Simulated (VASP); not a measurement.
Here is a VASP 6.6.1 calculation.

INCAR

```
ALGO = Normal ; DIPOL = 0.5 0.5 0.320
EDIFF = 1E-7 ; EDIFFG = -0.025
ENCUT = 520 ; IBRION = 2
IDIPOL = 3 ; ISIF = 2
ISMEAR = 0 ; KPAR = 4
LASPH = T ; LCHARG = F
LDIPOL = T ; LREAL = Auto
LWAVE = F ; NELM = 80
NSW = 36 ; PREC = Accurate
SIGMA = 0.1
```

The input KPOINTS:

```
k-points
0
Gamma
  6 4 1
```

File POSCAR:

```
Be24N
1.0
    4.4524297775      0.0000000000      0.0000000000
    0.0000000000      7.0331519566      0.0000000000
    0.0000000000      0.0000000000     19.7998741761
Be N
24 1
Selective dynamics
Direct
    0.0000000000      0.3750000000      0.2020214858  F F F
    0.0000000000      0.8750000000      0.2020214858  F F F
    0.5000000000      0.3750000000      0.2020214858  F F F
    0.5000000000      0.8750000000      0.2020214858  F F F
    0.2500000000      0.1250000000      0.2344789084  F F F
    0.2500000000      0.6250000000      0.2344789084  F F F
    0.7500000000      0.1250000000      0.2344789084  F F F
    0.7500000000      0.6250000000      0.2344789084  F F F
    0.2500000000      0.3750000000      0.2993937535  F F F
    0.2500000000      0.8750000000      0.2993937535  F F F
    0.7500000000      0.3750000000      0.2993937535  F F F
    0.7500000000      0.8750000000      0.2993937535  F F F
    0.0000000000      0.1250000000      0.3261495638  F F F
    0.0000000000      0.6250000000      0.3261495638  F F F
    0.5000000000      0.1250000000      0.3261495638  F F F
    0.5000000000      0.6250000000      0.3261495638  F F F
    0.0000000000      0.3750000000      0.3969669031  F F F
    0.0000000000      0.8750000000      0.3969669031  F F F
    0.5000000000      0.3750000000      0.3969669031  F F F
    0.5000000000      0.8750000000      0.3969669031  F F F
    0.2500000000      0.1250000000      0.4191882283  F F F
    0.2500000000      0.6250000000      0.4191882283  F F F
    0.7500000000      0.1250000000      0.4191882283  F F F
    0.7500000000      0.6250000000      0.4191882283  F F F
    0.4166666667      0.1250000000      0.4838478673  F F T
```

Potentials or basis: VASP PAW LDA potentials, release 64 (Be, N).

Launch:

```bash
$ cat potpaw_LDA.64/Be/POTCAR potpaw_LDA.64/N/POTCAR > POTCAR
$ mpirun -np 4 vasp_std > vasp.out
```

Task: Estimate the band gap on the k mesh.

Result: Zero (an odd number of electrons rules out a gap without spin polarisation).

Task: Estimate the energy gained by relaxing.

Result: 2.8 meV/atom.

Step by step:
| step | energy change (eV) | largest force on free atoms (eV/Å) | pressure (GPa) |
| --- | --- | --- | --- |
| 1 | 0.0000 | 1.7191 | -0.42 |
| 2 | -0.0696 | 0.1448 | -0.13 |
| 3 | -0.0700 | 0.0004 | -0.15 |
